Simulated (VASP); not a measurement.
# SiF (Pm-3m) in VASP: further runs

The runs below take SiF through single point, with HSE06.

All numbers are computed with VASP 6.6.1; they aren't measurements. Logs are shortened: lines on timing, memory, paths and dates and some standing lists are left out, and cuts for length are marked.

## 1. The cell of the first run

The structure is cubic, space group Pm-3m (No. 221). Conventional cell: a = 3.029 Å, b = 3.029 Å, c = 3.029 Å, α = 90.00°, β = 90.00°, γ = 90.00°. Si (site symmetry m-3m) has 8 F at 2.62 Å and 6 Si at 3.03 Å within 3.5 Å. Within 3.5 Å of F (site symmetry m-3m) lie 8 Si at 2.62 Å and 6 F at 3.03 Å.

## 2. Single point, HSE06

Input file POSCAR:

```
SiF
1.0
    3.0286000000      0.0000000000      0.0000000000
    0.0000000000      3.0286000000      0.0000000000
    0.0000000000      0.0000000000      3.0286000000
Si F
1 1
Direct
    0.5000000000      0.5000000000      0.5000000000
    0.0000000000      0.0000000000      0.0000000000
```

Input file INCAR.step1:

```
SYSTEM = SiF
PREC = Accurate
ENCUT = 520
EDIFF = 1E-5
ISMEAR = 0
SIGMA = 0.025
LREAL = .FALSE.
LASPH = .TRUE.
NELM = 80
ALGO = Normal
ISIF = 2
LWAVE = .TRUE.
LCHARG = .FALSE.
GGA = PE
NBANDS = 12
```

Input file INCAR.step2:

```
SYSTEM = SiF
PREC = Accurate
ENCUT = 520
EDIFF = 1E-6
ISMEAR = 0
SIGMA = 0.025
LREAL = .FALSE.
LASPH = .TRUE.
NELM = 80
ALGO = Normal
ISIF = 2
LWAVE = .FALSE.
LCHARG = .FALSE.
GGA = PE
LHFCALC = .TRUE.
HFSCREEN = 0.2079
PRECFOCK = Normal
ISTART = 1
NBANDS = 12
```

Input file KPOINTS:

```
Automatic mesh
0
G
  5 5 5
  0 0 0
```

Potentials or basis: VASP PAW PBE potentials, release 64 (Si, F).

Command:

```sh
$ cat potpaw_PBE.64/Si/POTCAR potpaw_PBE.64/F/POTCAR > POTCAR
$ cp INCAR.step1 INCAR
$ mpirun -np 1 vasp_std > vasp.out
$ cp INCAR.step2 INCAR
$ mpirun -np 1 vasp_std > vasp.out
```

OUTCAR:

```text
SYSTEM = SiF
   PREC = Accurate
   ENCUT = 520
   EDIFF = 1E-6
   ISMEAR = 0
   LREAL = .FALSE.
   LASPH = .TRUE.
   NELM = 80
   ISIF = 2
   GGA = PE
   LHFCALC = .TRUE.
   HFSCREEN = 0.2079
   PRECFOCK = Normal
   ISTART = 1

 ion  position               nearest neighbor table
   1  0.500  0.500  0.500-
   2  0.000  0.000  0.000-

  LATTYP: Found a simple cubic cell.
 ALAT       =     3.0286000000

  Lattice vectors:

 A1 = (   3.0286000000,   0.0000000000,   0.0000000000)
 A2 = (   0.0000000000,   3.0286000000,   0.0000000000)
 A3 = (   0.0000000000,   0.0000000000,   3.0286000000)

Analysis of symmetry for initial positions (statically):
=====================================================================
 Subroutine PRICEL returns:
 Original cell was already a primitive cell.

 Routine SETGRP: Setting up the symmetry group for a
 simple cubic supercell.

 Subroutine GETGRP returns: Found 48 space group operations
 (whereof 48 operations were pure point group operations)
 out of a pool of 48 trial point group operations.

The static configuration has the point symmetry O_h .

Analysis of symmetry for dynamics (positions and initial velocities):
=====================================================================
 Subroutine PRICEL returns:
 Original cell was already a primitive cell.

 Routine SETGRP: Setting up the symmetry group for a
 simple cubic supercell.

 Subroutine GETGRP returns: Found 48 space group operations
 (whereof 48 operations were pure point group operations)
 out of a pool of 48 trial point group operations.

The dynamic configuration has the point symmetry O_h .

 Subroutine INISYM returns: Found 48 space group operations
 (whereof 48 operations are pure point group operations),
 and found     1 'primitive' translations

----------------------------------------------------------------------------------------

                                     Primitive cell

  volume of cell :      27.7796

  direct lattice vectors                    reciprocal lattice vectors
     3.028600000  0.000000000  0.000000000     0.330185564  0.000000000  0.000000000
     0.000000000  3.028600000  0.000000000     0.000000000  0.330185564  0.000000000
     0.000000000  0.000000000  3.028600000     0.000000000  0.000000000  0.330185564

  length of vectors
     3.028600000  3.028600000  3.028600000     0.330185564  0.330185564  0.330185564

  position of ions in fractional coordinates (direct lattice)
     0.500000000  0.500000000  0.500000000
     0.000000000  0.000000000  0.000000000

  ion indices of the primitive-cell ions
   primitive index   ion index
                 1           1
                 2           2

----------------------------------------------------------------------------------------

 KPOINTS: Automatic mesh

Automatic generation of k-mesh.
 Grid dimensions read from file:
 generate k-points for:    5    5    5

 Generating k-lattice:

  Cartesian coordinates                     Fractional coordinates (reciprocal lattice)
     0.066037113  0.000000000  0.000000000     0.200000000  0.000000000  0.000000000
     0.000000000  0.066037113  0.000000000     0.000000000  0.200000000  0.000000000
     0.000000000  0.000000000  0.066037113     0.000000000  0.000000000  0.200000000

  Length of vectors
     0.066037113  0.066037113  0.066037113

  Shift w.r.t. Gamma in fractional coordinates (k-lattice)
     0.000000000  0.000000000  0.000000000

 Subroutine IBZKPT returns following result:
 ===========================================

 Found     10 irreducible k-points:

 Following reciprocal coordinates:
            Coordinates               Weight
  0.000000  0.000000  0.000000      1.000000
  0.200000  0.000000  0.000000      6.000000
  0.400000  0.000000  0.000000      6.000000
  0.200000  0.200000  0.000000     12.000000
  0.400000  0.200000  0.000000     24.000000
  0.400000  0.400000  0.000000     12.000000
  0.200000  0.200000  0.200000      8.000000
  0.400000  0.200000  0.200000     24.000000
  0.400000  0.400000  0.200000     24.000000
  0.400000  0.400000  0.400000      8.000000
   k-points           NKPTS =     10   k-points in BZ     NKDIM =    125   number of bands    NBANDS=     12
   number of dos      NEDOS =    301   number of ions     NIONS =      2
   total plane-waves  NPLWV =  13824
   dimension x,y,z NGX =    24 NGY =   24 NGZ =   24
   dimension x,y,z NGXF=    48 NGYF=   48 NGZF=   48
   ions per type =               1   1
   NGX,Y,Z   is equivalent  to a cutoff of  13.17, 13.17, 13.17 a.u.
   NGXF,Y,Z  is equivalent  to a cutoff of  26.35, 26.35, 26.35 a.u.
 SYSTEM =  SiF
   PREC   = accura    normal or accurate (medium, high low for compatibility)
   ISTART =      1    job   : 0-new  1-cont  2-samecut
   ICHARG =      0    charge: 1-file 2-atom 10-const
   ISPIN  =      1    spin polarized calculation?
   LNONCOLLINEAR =      F non collinear calculations
   LSORBIT =      F    spin-orbit coupling
   LASPH  =      T    aspherical Exc in radial PAW
   ENCUT  =  520.0 eV  38.22 Ry    6.18 a.u.   5.63  5.63  5.63*2*pi/ulx,y,z
   NELM   =     80;   NELMIN=  2; NELMDL=  0     # of ELM steps
   EDIFF  = 0.1E-05   stopping-criterion for ELM
   LREAL  =      F    real-space projection
   EDIFFG = 0.1E-04   stopping-criterion for IOM
   NSW    =      0    number of steps for IOM
   IBRION =     -1    ionic relax: 0-MD 1-quasi-New 2-CG
   NFREE  =      0    steps in history (QN), initial steepest desc. (CG)
   ISIF   =      2    stress and relaxation
   ISYM   =      3    0-nonsym 1-usesym 2-fastsym
   POTIM  = 0.5000    time-step for ionic-motion
   TEBEG  =    0.0;   TEEND  =   0.0 temperature during run
   PSTRESS=    0.0 pullay stress
   NELECT =      11.0000    total number of electrons
   NUPDOWN=      -1.0000    fix difference up-down
   EMIN   =  10.00;   EMAX   =-10.00  energy-range for DOS
   EFERMI =   0.00;   METHOD = LEGACY
   ISMEAR =     0;   SIGMA  =   0.03  broadening in eV -4-tet -1-fermi 0-gaus
   EFERMI_NEDOS =   21; number of points for ismear=-14 and -15
   IALGO  =     38    algorithm
   IMIX   =      1    mixing-type and parameters
     AMIX     =   0.40;   BMIX     =  1.00
     AMIX_MAG =   1.60;   BMIX_MAG =  1.00
  volume/ion in A,a.u.               =      13.89        93.73
  Fermi-wavevector in a.u.,A,eV,Ry     =   1.202164  2.271761 19.663124  1.445199
  Thomas-Fermi vector in A             =   2.337953
   LORBIT       =      0    0 simple, 1 ext, 2 COOP (PROOUT), +10 PAW based schemes
   GGA     = PE    functional components
   LHFCALC =     T    Hartree Fock is set to
   PRECFOCK=normal    Normal, Fast or Accurate (Low or Medium for compatibility)
   ENCUT4O =  -1.0   cutoff for four orbital integrals eV
   NKREDX  =     1    reduce k-point grid by
   NKREDY  =     1    reduce k-point grid by
   NKREDZ  =     1    reduce k-point grid by
   AEXX    =    0.2500 exact exchange contribution
   HFSCREEN=    0.2079 screening length (either q_TF or 0.3 A-1)
   HFSCREENC=   0.2079 screening length for correlation (either q_TF or 0.3 A-1)
   ENCUTFOCK=  -1.0 apply spherical cutoff to Coloumb kernel
   IVDW    =     0    specifies the selected vdW correction
   LEPSILON=     F    determine dielectric tensor
   LRPA    =     F    only Hartree local field effects (RPA)
 non-spin polarized calculation
 Gauss-broadening in eV      SIGMA  =   0.03
  energy-cutoff  :      520.00
  volume of cell :       27.78
 maximum number of plane-waves:       752
 NGX is ok and might be reduce to    24
  NGX = 18; NGY = 18; NGZ = 18

 number of electron      11.0000013 magnetization

 Free energy of the ion-electron system (eV)
  ---------------------------------------------------
  ext. energy  EPLUGINS =         0.00000000
  ---------------------------------------------------
  free energy    TOTEN  =        -9.65075623 eV

  energy without entropy =       -9.64835303  energy(sigma->0) =       -9.64955463

 E-fermi :   5.5077     XC(G=0):  -8.5161

 val. band max:        5.4990974678   @ k =   0.4000   0.2000   0.2000
 cond. band min:       6.1121014068   @ k =   0.4000   0.4000   0.2000
 fundamental gap:      0.6130039390
 Fermi energy:         5.5077378957

 k-point     1 :       0.0000    0.0000    0.0000
  band No.  band energies     occupation
      1     -21.3942      2.00000
      2      -4.5526      2.00000
      3      -0.8453      2.00000
      4      -0.8453      2.00000
      5      -0.8453      2.00000
      6      11.6480      0.00000
      7      11.6480      0.00000
      8      11.6480      0.00000
      9      12.1877      0.00000
     10      12.1877      0.00000
     11      22.7215      0.00000
     12      23.8767      0.00000

 k-point     2 :       0.2000    0.0000    0.0000
  band No.  band energies     occupation
      1     -21.3127      2.00000
      2      -4.8843      2.00000
      3      -0.7318      2.00000
      4      -0.7318      2.00000
      5      -0.3742      2.00000
      6       7.8322      0.00000
      7      11.6096      0.00000
      8      11.6096      0.00000
      9      12.7251      0.00000
     10      16.0577      0.00000
     11      22.0956      0.00000
     12      22.0956      0.00000

 k-point     3 :       0.4000    0.0000    0.0000
  band No.  band energies     occupation
      1     -21.1765      2.00000
      2      -5.4480      2.00000
      3      -0.5400      2.00000
      4      -0.5400      2.00000
      5       1.2316      2.00000
      6       4.1316      2.00000
      7      11.5202      0.00000
      8      11.5202      0.00000
      9      13.9768      0.00000
     10      19.6237      0.00000
     11      20.3679      0.00000
     12      20.3679      0.00000
[... 76 lines left out ...]
 k-point     9 :       0.4000    0.4000    0.2000
  band No.  band energies     occupation
      1     -20.9591      2.00000
      2      -3.1992      2.00000
      3      -2.3484      2.00000
      4      -0.9262      2.00000
      5       0.6041      2.00000
      6       6.1121      0.00000
      7       6.4257      0.00000
      8       9.8730      0.00000
      9      14.3825      0.00000
     10      17.3875      0.00000
     11      17.5281      0.00000
     12      21.8069      0.00000

 k-point    10 :       0.4000    0.4000    0.4000
  band No.  band energies     occupation
      1     -20.8735      2.00000
      2      -2.2469      2.00000
      3      -1.7443      2.00000
      4      -1.7443      2.00000
      5       1.2772      2.00000
      6       5.3721      2.00000
      7       5.3721      2.00000
      8       7.0207      0.00000
      9      15.4419      0.00000
     10      16.0250      0.00000
     11      16.0250      0.00000
     12      27.1054      0.00000

------------------------ aborting loop because EDIFF is reached ----------------------------------------

  FORCE on cell =-STRESS in cart. coord.  units (eV):
  Direction    XX          YY          ZZ          XY          YZ          ZX
  --------------------------------------------------------------------------------------
  -------------------------------------------------------------------------------------
  Total       -0.3483576     -0.3483576     -0.3483576      0.0000000      0.0000000      0.0000000
  in kB      -20.0913966    -20.0913966    -20.0913966      0.0000000      0.0000000      0.0000000
  external PRESSURE =     -20.0913966 kB  Pullay stress =       0.0000000 kB

 VOLUME and BASIS-vectors are now :
 -----------------------------------------------------------------------------
  energy-cutoff  :      520.00
  volume of cell :       27.78
      direct lattice vectors                 reciprocal lattice vectors
     3.028600000  0.000000000  0.000000000     0.330185564  0.000000000  0.000000000
     0.000000000  3.028600000  0.000000000     0.000000000  0.330185564  0.000000000
     0.000000000  0.000000000  3.028600000     0.000000000  0.000000000  0.330185564

 POSITION                                       TOTAL-FORCE (eV/Angst)
 -----------------------------------------------------------------------------------
      1.51430      1.51430      1.51430         0.000000      0.000000      0.000000
      0.00000      0.00000      0.00000         0.000000      0.000000      0.000000
 -----------------------------------------------------------------------------------
    total drift:                               -0.000215      0.000041     -0.000146

  FREE ENERGIE OF THE ION-ELECTRON SYSTEM (eV)
  ---------------------------------------------------
  free  energy   TOTEN  =        -9.6507562290 eV

  energy  without entropy=       -9.6483530323  energy(sigma->0) =       -9.64955463
```

It took 91 s on 1 thread of Intel Xeon 6975P-C (Granite Rapids), shared host; peak memory 0.23 GiB.

What came out:

- Free energy: -9.6508 eV
- Pressure: -2.0 GPa

Caveat: the k points lie up to 0.41 Å⁻¹ apart; the PAW data sets were made with another functional, which shifts forces and pressure a little; an odd number of electrons without spin polarisation forces a metal; a magnetic or distorted state may lie lower.

## 3. Single point, HSE06

POSCAR is that of step 2.

Input file INCAR.step1:

```
SYSTEM = SiF
  PREC = Accurate
  ENCUT = 520
  EDIFF = 1E-5
  ISMEAR = 0
  SIGMA = 0.01
  LREAL = .False.
  LASPH = .True.
  NELM = 80
  ALGO = Normal
  ISIF = 2
  LWAVE = .True.
  LCHARG = .False.
  NBANDS = 12
  GGA = PE
```

Input file INCAR.step2:

```
SYSTEM = SiF
  PREC = Accurate
  ENCUT = 520
  EDIFF = 1E-6
  ISMEAR = 0
  SIGMA = 0.01
  LREAL = .False.
  LASPH = .True.
  NELM = 80
  ALGO = Normal
  ISIF = 2
  LWAVE = .False.
  LCHARG = .False.
  GGA = PE
  LHFCALC = .True.
  HFSCREEN = 0.2079
  PRECFOCK = Normal
  NBANDS = 12
  ISTART = 1
```

Input file KPOINTS:

```
Automatic mesh
0
Gamma
  5 5 5
  0 0 0
```

Potentials or basis: VASP PAW PBE potentials, release 64 (Si, F).

Command:

```sh
$ cat potpaw_PBE.64/Si/POTCAR potpaw_PBE.64/F/POTCAR > POTCAR
$ cp INCAR.step1 INCAR
$ mpirun -np 1 vasp_std > vasp.out
$ cp INCAR.step2 INCAR
$ mpirun -np 1 vasp_std > vasp.out
```

OUTCAR:

```text
SYSTEM = SiF
   PREC = Accurate
   ENCUT = 520
   EDIFF = 1E-6
   ISMEAR = 0
   LREAL = .False.
   LASPH = .True.
   NELM = 80
   ISIF = 2
   GGA = PE
   LHFCALC = .True.
   HFSCREEN = 0.2079
   PRECFOCK = Normal
   ISTART = 1

 ion  position               nearest neighbor table
   1  0.500  0.500  0.500-
   2  0.000  0.000  0.000-

  LATTYP: Found a simple cubic cell.
 ALAT       =     3.0286000000

  Lattice vectors:
[... 327 lines left out ...]
     11      16.0250      0.00000
     12      27.1054      0.00000

------------------------ aborting loop because EDIFF is reached ----------------------------------------

  FORCE on cell =-STRESS in cart. coord.  units (eV):
  Direction    XX          YY          ZZ          XY          YZ          ZX
  --------------------------------------------------------------------------------------
  -------------------------------------------------------------------------------------
  Total       -0.3483679     -0.3483679     -0.3483679     -0.0000000     -0.0000000     -0.0000000
  in kB      -20.0919926    -20.0919926    -20.0919926     -0.0000000     -0.0000000     -0.0000000
  external PRESSURE =     -20.0919926 kB  Pullay stress =       0.0000000 kB

 VOLUME and BASIS-vectors are now :
 -----------------------------------------------------------------------------
  energy-cutoff  :      520.00
  volume of cell :       27.78
      direct lattice vectors                 reciprocal lattice vectors
     3.028600000  0.000000000  0.000000000     0.330185564  0.000000000  0.000000000
     0.000000000  3.028600000  0.000000000     0.000000000  0.330185564  0.000000000
     0.000000000  0.000000000  3.028600000     0.000000000  0.000000000  0.330185564

 POSITION                                       TOTAL-FORCE (eV/Angst)
 -----------------------------------------------------------------------------------
      1.51430      1.51430      1.51430         0.000000      0.000000      0.000000
      0.00000      0.00000      0.00000         0.000000      0.000000      0.000000
 -----------------------------------------------------------------------------------
    total drift:                               -0.000000      0.000000     -0.000000

  FREE ENERGIE OF THE ION-ELECTRON SYSTEM (eV)
  ---------------------------------------------------
  free  energy   TOTEN  =        -9.6493143108 eV

  energy  without entropy=       -9.6483530322  energy(sigma->0) =       -9.64883367
```

OSZICAR.step1:

```text
N       E                     dE             d eps       ncg     rms          rms(c)
DAV:   1     0.253785725245E+02    0.25379E+02   -0.48420E+03   240   0.765E+02
DAV:   2    -0.773797696651E+01   -0.33117E+02   -0.31507E+02   288   0.146E+02
DAV:   3    -0.862490867783E+01   -0.88693E+00   -0.88546E+00   296   0.211E+01
DAV:   4    -0.862745229163E+01   -0.25436E-02   -0.25431E-02   264   0.145E+00
DAV:   5    -0.862746425685E+01   -0.11965E-04   -0.11965E-04   288   0.981E-02    0.526E+00
DAV:   6    -0.792599942221E+01    0.70146E+00   -0.60375E+00   240   0.175E+01    0.263E+00
DAV:   7    -0.785898989934E+01    0.67010E-01   -0.47634E-01   256   0.474E+00    0.819E-01
DAV:   8    -0.784925003346E+01    0.97399E-02   -0.68378E-02   240   0.207E+00    0.192E-01
DAV:   9    -0.784861258435E+01    0.63745E-03   -0.19203E-03   268   0.359E-01    0.608E-02
DAV:  10    -0.784869857725E+01   -0.85993E-04   -0.74993E-05   296   0.732E-02    0.268E-02
DAV:  11    -0.784869327201E+01    0.53052E-05   -0.27034E-05   252   0.478E-02
   1 F= -.78486933E+01 E0= -.78482126E+01  d E =-.961279E-03
```

It took 88 s on 1 thread of Intel Xeon 6975P-C (Granite Rapids), shared host; peak memory 0.24 GiB.

Results:

```
Free energy : -9.6493 eV
Pressure    : -2.0 GPa
```

Levels at points of the mesh, in eV from the Fermi level:
```csv
k point,band 3,band 4,band 5,band 6,band 7,band 8
"(0.00, 0.00, 0.00)",-6.35,-6.35,-6.35,6.15,6.15,6.15
```

Caveat: the k points lie up to 0.41 Å⁻¹ apart; the PAW data sets were made with another functional, which shifts forces and pressure a little; an odd number of electrons without spin polarisation forces a metal; a magnetic or distorted state may lie lower.
